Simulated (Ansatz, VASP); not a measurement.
## NiSn3: VASP beside Ansatz

Contents of INCAR:

```
PREC = Accurate
ENCUT = 600
EDIFF = 1E-6
ISMEAR = 0
SIGMA = 0.1
LREAL = F
LASPH = T
NELM = 80
ALGO = Fast
ISIF = 3
LWAVE = F
LCHARG = F
GGA = PS
IBRION = 2
NSW = 100
EDIFFG = -0.01
```

The input KPOINTS:

```
regular mesh
0
Gamma
  10 10 10
```

Contents of POSCAR:

```
NiSn3
1.0
    4.4217742697      0.0000000000      0.0000000000
    0.0000000000      4.4217742697      0.0000000000
    0.0000000000      0.0000000000      4.4217742697
Sn Ni
3 1
Direct
    0.0000000000      0.5000000000      0.5000000000
    0.5000000000      0.0000000000      0.5000000000
    0.5000000000      0.5000000000      0.0000000000
    0.0000000000      0.0000000000      0.0000000000
```

Input for Ansatz:

```yaml
crystal:
  lattice:
    - [4.4217742697, 0.0, 0.0]
    - [0.0, 4.4217742697, 0.0]
    - [0.0, 0.0, 4.4217742697]
  atoms:
    - { symbol: Sn, position: [0.0, 0.5, 0.5] }
    - { symbol: Sn, position: [0.5, 0.0, 0.5] }
    - { symbol: Sn, position: [0.5, 0.5, 0.0] }
    - { symbol: Ni, position: [0.0, 0.0, 0.0] }
basis:
  ecutwfc: 420
kpoints:
  mp_grid: { grid: [10, 10, 10] }
hamiltonian:
  xc: pbesol
scf:
  occupations: { method: gaussian, width: 0.1 }
output:
  forces: true
  stress: true
  eigenvalues: true
  write_density: true
  write_potential: true
  elf: true
  volumetric_format: npy
relax:
  adjacent_minimum: "off"
  f_tol: 0.01
  max_steps: 80
  cell: { stress_tol: 0.05 }
```

Alike in both runs: task relaxation of cell and atoms; functional PBEsol; k mesh 10 × 10 × 10; occupations gaussian, width 0.1 eV; no spin polarisation.

|  | VASP | Ansatz |
| --- | --- | --- |
| version | VASP 6.6.1 | Ansatz 0.2.0 |
| potentials or method | VASP PAW PBE potentials, release 64 (Sn_d, Ni), cutoff 600 eV | scalar-relativistic, plane waves, PAW |
| valence electrons in the cell | 52 | 60 |

|  | VASP | Ansatz | Ansatz less VASP |
| --- | --- | --- | --- |
| gap on the k mesh at the Fermi level, each at its own relaxed structure (eV) | none | none | - |
| relaxed volume (Å³/atom) | 21.43 | 21.42 | -0.008 |
| relaxed cell length with the largest relative difference (Å) | 4.409 | 4.409 | -0.0006 |

VASP's potentials were made for PBE, not for PBEsol. A gap of «none» marks a metal or a gap that the smearing closes. VASP's potentials hold 52 valence electrons a cell and Ansatz's 60, so a difference there can come from the potentials and not from the codes.
